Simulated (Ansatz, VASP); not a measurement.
# PbS: VASP beside Ansatz

```
CELL_PARAMETERS angstrom
0.00000 3.23683 3.23683
3.23683 0.00000 3.23683
3.23683 3.23683 0.00000
ATOMIC_POSITIONS crystal
Pb 0.00000 0.00000 0.00000
S 0.25000 0.25000 0.25000
```

Alike in both runs: task single point; functional LDA; k mesh 12 × 12 × 12; occupations fermi-dirac, width 0.1 eV; no spin polarisation.

|  | VASP | Ansatz |
| --- | --- | --- |
| version | VASP 6.6.1 | Ansatz 0.2.0 |
| potentials or method | VASP PAW LDA potentials, release 64 (Pb_d, S), cutoff 520 eV | all-electron LAPW, scalar-relativistic |

```tsv
	VASP	Ansatz	Ansatz less VASP
pressure (GPa)	0.0	0.0	-0.04
```

LDA's correlation is that of Perdew and Zunger in VASP and of Perdew and Wang (1992) in Ansatz. Ansatz ran all-electron here, and VASP with PAW potentials.

Spin-orbit coupling is off throughout.
